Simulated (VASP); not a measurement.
# Ag (P6_3/mmc) in VASP: electric field gradients with r2SCAN

Aim: the electric field gradients of Ag with r2SCAN.

All numbers are computed with VASP 6.6.1; they aren't measurements. Logs are shortened: lines on timing, memory, paths and dates and some standing lists are left out, and cuts for length are marked.

**1. The cell of the first run**

The structure is hexagonal, space group P6_3/mmc (No. 194). Conventional cell: a = 2.940 Å, b = 2.940 Å, c = 4.763 Å, α = 90.00°, β = 90.00°, γ = 120.00°. Within 3.9 Å of Ag (site symmetry -6m2) lie 12 Ag at 2.92 to 2.94 Å.

**2. Electric field gradients, r2SCAN**

File POSCAR:

```
Ag
1.0
    2.9401015088      0.0000000000      0.0000000000
   -1.4700507544      2.5462025963      0.0000000000
    0.0000000000      0.0000000000      4.7629644442
Ag
2
Direct
    0.3333333333      0.6666666667      0.2500000000
    0.6666666667      0.3333333333      0.7500000000
```

File INCAR.step1:

```
PREC = Accurate
ENCUT = 520
ISMEAR = -1
SIGMA = 0.05
LREAL = False
LASPH = True
NELM = 60
NBANDS = 18
GGA = PE
ALGO = Normal
EDIFF = 1E-4
LWAVE = True
LCHARG = False
```

File INCAR.step2:

```
PREC = Accurate
ENCUT = 520
EDIFF = 1E-8
ISMEAR = -1
SIGMA = 0.05
LREAL = False
LASPH = True
NELM = 60
ALGO = Normal
ISIF = 2
LWAVE = False
LCHARG = False
METAGGA = R2SCAN
LMIXTAU = True
LEFG = True
NBANDS = 18
ISTART = 1
```

File KPOINTS:

```
regular mesh
0
Gamma
  12 12 6
```

Potentials or basis: VASP PAW PBE potentials, release 64 (Ag).

On the command line:

```bash
cat potpaw_PBE.64/Ag/POTCAR > POTCAR
cp INCAR.step1 INCAR
mpirun -np 1 vasp_std > vasp.out
cp INCAR.step2 INCAR
mpirun -np 1 vasp_std > vasp.out
```

OUTCAR:

```text
PREC = Accurate
   ENCUT = 520
   EDIFF = 1E-8
   ISMEAR = -1
   LREAL = False
   LASPH = True
   NELM = 60
   ISIF = 2
   METAGGA = R2SCAN
   ISTART = 1

 ion  position               nearest neighbor table
   1  0.333  0.667  0.250-   2 2.92   2 2.92   2 2.92   2 2.92   2 2.92   2 2.92
   2  0.667  0.333  0.750-   1 2.92   1 2.92   1 2.92   1 2.92   1 2.92   1 2.92

  LATTYP: Found a hexagonal cell.
 ALAT       =     2.9401015088
 C/A-ratio  =     1.6200000000

  Lattice vectors:

 A1 = (   2.9401015088,   0.0000000000,   0.0000000000)
 A2 = (  -1.4700507544,   2.5462025963,   0.0000000000)
 A3 = (   0.0000000000,   0.0000000000,   4.7629644442)

Analysis of symmetry for initial positions (statically):
=====================================================================
 Subroutine PRICEL returns:
 Original cell was already a primitive cell.

 Routine SETGRP: Setting up the symmetry group for a
 hexagonal supercell.

 Subroutine GETGRP returns: Found 24 space group operations
 (whereof 12 operations were pure point group operations)
 out of a pool of 24 trial point group operations.

The static configuration has the point symmetry D_3d.
 The point group associated with its full space group is D_6h.

Analysis of symmetry for dynamics (positions and initial velocities):
=====================================================================
 Subroutine PRICEL returns:
 Original cell was already a primitive cell.

 Routine SETGRP: Setting up the symmetry group for a
 hexagonal supercell.

 Subroutine GETGRP returns: Found 24 space group operations
 (whereof 12 operations were pure point group operations)
 out of a pool of 24 trial point group operations.

The dynamic configuration has the point symmetry D_3d.
 The point group associated with its full space group is D_6h.

 Subroutine INISYM returns: Found 24 space group operations
 (whereof 12 operations are pure point group operations),
 and found     1 'primitive' translations

----------------------------------------------------------------------------------------

                                     Primitive cell

  volume of cell :      35.6560

  direct lattice vectors                    reciprocal lattice vectors
     2.940101509  0.000000000  0.000000000     0.340124311  0.196370863  0.000000000
    -1.470050754  2.546202596  0.000000000     0.000000000  0.392741725  0.000000000
     0.000000000  0.000000000  4.762964444     0.000000000  0.000000000  0.209953278

  length of vectors
     2.940101509  2.940101509  4.762964444     0.392741725  0.392741725  0.209953278

  position of ions in fractional coordinates (direct lattice)
     0.333333333  0.666666667  0.250000000
     0.666666667  0.333333333  0.750000000

  ion indices of the primitive-cell ions
   primitive index   ion index
                 1           1
                 2           2

----------------------------------------------------------------------------------------

 KPOINTS: regular mesh

Automatic generation of k-mesh.
 Grid dimensions read from file:
 generate k-points for:   12   12    6

 Generating k-lattice:

  Cartesian coordinates                     Fractional coordinates (reciprocal lattice)
     0.028343693  0.016364239  0.000000000     0.083333333  0.000000000  0.000000000
     0.000000000  0.032728477  0.000000000     0.000000000  0.083333333  0.000000000
     0.000000000  0.000000000  0.034992213     0.000000000  0.000000000  0.166666667

  Length of vectors
     0.032728477  0.032728477  0.034992213

  Shift w.r.t. Gamma in fractional coordinates (k-lattice)
     0.000000000  0.000000000  0.000000000

 Subroutine IBZKPT returns following result:
 ===========================================

 Found     76 irreducible k-points:

 Following reciprocal coordinates:
            Coordinates               Weight
  0.000000  0.000000  0.000000      1.000000
  0.083333  0.000000  0.000000      6.000000
  0.166667  0.000000  0.000000      6.000000
  0.250000  0.000000  0.000000      6.000000
  0.333333  0.000000  0.000000      6.000000
  0.416667  0.000000  0.000000      6.000000
[... 16 lines left out ...]
  0.250000  0.000000  0.166667     12.000000
  0.333333  0.000000  0.166667     12.000000
 [... further k-points ...]
   k-points           NKPTS =     76   k-points in BZ     NKDIM =     76   number of bands    NBANDS=     18
   number of dos      NEDOS =    301   number of ions     NIONS =      2
   total plane-waves  NPLWV =  20736
   dimension x,y,z NGX =    24 NGY =   24 NGZ =   36
   dimension x,y,z NGXF=    48 NGYF=   48 NGZF=   72
   ions per type =               2
   NGX,Y,Z   is equivalent  to a cutoff of  13.57, 13.57, 12.57 a.u.
   NGXF,Y,Z  is equivalent  to a cutoff of  27.14, 27.14, 25.13 a.u.
 SYSTEM =  unknown system
   PREC   = accura    normal or accurate (medium, high low for compatibility)
   ISTART =      1    job   : 0-new  1-cont  2-samecut
   ICHARG =      0    charge: 1-file 2-atom 10-const
   ISPIN  =      1    spin polarized calculation?
   LNONCOLLINEAR =      F non collinear calculations
   LSORBIT =      F    spin-orbit coupling
   LASPH  =      T    aspherical Exc in radial PAW
   ENCUT  =  520.0 eV  38.22 Ry    6.18 a.u.   5.47  5.47  8.86*2*pi/ulx,y,z
   NELM   =     60;   NELMIN=  2; NELMDL=  0     # of ELM steps
   EDIFF  = 0.1E-07   stopping-criterion for ELM
   LREAL  =      F    real-space projection
   EDIFFG = 0.1E-06   stopping-criterion for IOM
   NSW    =      0    number of steps for IOM
   IBRION =     -1    ionic relax: 0-MD 1-quasi-New 2-CG
   NFREE  =      0    steps in history (QN), initial steepest desc. (CG)
   ISIF   =      2    stress and relaxation
   ISYM   =      2    0-nonsym 1-usesym 2-fastsym
   POTIM  = 0.5000    time-step for ionic-motion
   TEBEG  =    0.0;   TEEND  =   0.0 temperature during run
   PSTRESS=    0.0 pullay stress
   NELECT =      22.0000    total number of electrons
   NUPDOWN=      -1.0000    fix difference up-down
   EMIN   =  10.00;   EMAX   =-10.00  energy-range for DOS
   EFERMI =   0.00;   METHOD = LEGACY
   ISMEAR =    -1;   SIGMA  =   0.05  broadening in eV -4-tet -1-fermi 0-gaus
   EFERMI_NEDOS =   21; number of points for ismear=-14 and -15
   IALGO  =     38    algorithm
   IMIX   =      4    mixing-type and parameters
     AMIX     =   0.40;   BMIX     =  1.00
     AMIX_MAG =   1.60;   BMIX_MAG =  1.00
  volume/ion in A,a.u.               =      17.83       120.31
  Fermi-wavevector in a.u.,A,eV,Ry     =   1.393707  2.633725 26.428222  1.942420
  Thomas-Fermi vector in A             =   2.517327
   LORBIT       =      0    0 simple, 1 ext, 2 COOP (PROOUT), +10 PAW based schemes
   METAGGA = R2SCAN    functional components
   LHFCALC =     F    Hartree Fock is set to
   AEXX    =    0.0000 exact exchange contribution
   IVDW    =     0    specifies the selected vdW correction
   LEPSILON=     F    determine dielectric tensor
   LRPA    =     F    only Hartree local field effects (RPA)
 non-spin polarized calculation
  energy-cutoff  :      520.00
  volume of cell :       35.66
 maximum number of plane-waves:       989
 NGX is ok and might be reduce to    24
   NGX = 11   NGY = 11   NGZ = 17

 number of electron      22.0000010 magnetization

 Free energy of the ion-electron system (eV)
  ---------------------------------------------------
  ext. energy  EPLUGINS =         0.00000000
  ---------------------------------------------------
  free energy    TOTEN  =       -42.69157091 eV

  energy without entropy =      -42.68524908  energy(sigma->0) =      -42.68841000

 E-fermi :   7.7800     XC(G=0): -12.6554

 val. band max:        7.6905595787   @ k =   0.2500   0.0833   0.3333
 cond. band min:       7.7824131622   @ k =   0.4167   0.0000   0.5000
 fundamental gap:      0.0918535835
 Fermi energy:         7.7800324195

 k-point     1 :       0.0000    0.0000    0.0000
  band No.  band energies     occupation
      1       0.2103      2.00000
      2       1.3884      2.00000
      3       2.8835      2.00000
      4       2.9397      2.00000
      5       2.9397      2.00000
      6       3.1698      2.00000
[... 10 lines left out ...]
     17      26.1422      0.00000
     18      26.1422      0.00000
[... 463 lines left out ...]
 k-point    24 :       0.3333    0.0000    0.1667
  band No.  band energies     occupation
      1       1.6033      2.00000
      2       1.7605      2.00000
      3       2.3752      2.00000
      4       2.6965      2.00000
      5       3.0349      2.00000
      6       3.1852      2.00000
[... 10 lines left out ...]
     17      23.2053      0.00000
     18      24.8986      0.00000

 [... further k-points ...]

------------------------ aborting loop because EDIFF is reached ----------------------------------------

  FORCE on cell =-STRESS in cart. coord.  units (eV):
  Direction    XX          YY          ZZ          XY          YZ          ZX
  --------------------------------------------------------------------------------------
  -------------------------------------------------------------------------------------
  Total       -0.6138148     -0.6138148     -0.3930186      0.0000000     -0.0000000      0.0000000
  in kB      -27.5813353    -27.5813353    -17.6600168      0.0000000     -0.0000000      0.0000000
  external PRESSURE =     -24.2742291 kB  Pullay stress =       0.0000000 kB

 VOLUME and BASIS-vectors are now :
 -----------------------------------------------------------------------------
  energy-cutoff  :      520.00
  volume of cell :       35.66
      direct lattice vectors                 reciprocal lattice vectors
     2.940101509  0.000000000  0.000000000     0.340124311  0.196370863  0.000000000
    -1.470050754  2.546202596  0.000000000     0.000000000  0.392741725  0.000000000
     0.000000000  0.000000000  4.762964444     0.000000000  0.000000000  0.209953278

 POSITION                                       TOTAL-FORCE (eV/Angst)
 -----------------------------------------------------------------------------------
     -0.00000      1.69747      1.19074         0.000000      0.000000      0.000000
      1.47005      0.84873      3.57222        -0.000000      0.000000      0.000000
 -----------------------------------------------------------------------------------
    total drift:                               -0.000000      0.000000     -0.000000

  FREE ENERGIE OF THE ION-ELECTRON SYSTEM (eV)
  ---------------------------------------------------
  free  energy   TOTEN  =       -42.6915709120 eV

  energy  without entropy=      -42.6852490808  energy(sigma->0) =      -42.68841000

 Electric field gradients (V/A^2)
---------------------------------------------------------------------
 ion       V_xx      V_yy      V_zz      V_xy      V_xz      V_yz
---------------------------------------------------------------------
   1       0.842     0.841    -1.684    -0.001     0.000    -0.000
   2       0.842     0.841    -1.684    -0.001    -0.000     0.000
---------------------------------------------------------------------

 Electric field gradients after diagonalization (V/A^2)
 (convention: |V_zz| > |V_xx| > |V_yy|)
----------------------------------------------------------------------
 ion       V_xx      V_yy      V_zz     asymmetry (V_yy - V_xx)/ V_zz
----------------------------------------------------------------------
   1       0.843     0.841    -1.684       0.001
   2       0.843     0.841    -1.684       0.001
----------------------------------------------------------------------

           NMR quadrupolar parameters

 Cq : quadrupolar parameter    Cq=e*Q*V_zz/h
 eta: asymmetry parameters     (V_yy - V_xx)/ V_zz
 Q  : nuclear electric quadrupole moment in mb (millibarn)
----------------------------------------------------------------------
 ion       Cq(MHz)       eta       Q (mb)
----------------------------------------------------------------------
   1      -0.004       0.001       1.000
   2      -0.004       0.001       1.000
----------------------------------------------------------------------
```

Wall time 3.5 min (1 thread of Intel Xeon 8259CL, shared host); peak memory 0.19 GiB.

Results:

- Free energy: -42.6916 eV
- Pressure: -2.4 GPa
- Band gap on the k mesh: zero (band 11 reaches 11.93 eV, above the bottom of band 12 at 4.15 eV)

Electric field gradients, principal values (V/Å²):
```csv
atom,least,middle,greatest (by size)
1 Ag,0.841,0.843,-1.684
2 Ag,0.841,0.843,-1.684
```

Caveat: without QUAD_EFG the Cq values of the log hold for a quadrupole moment of 1 mb, not for the nuclei; the PAW data sets were made with another functional, which shifts forces and pressure a little.
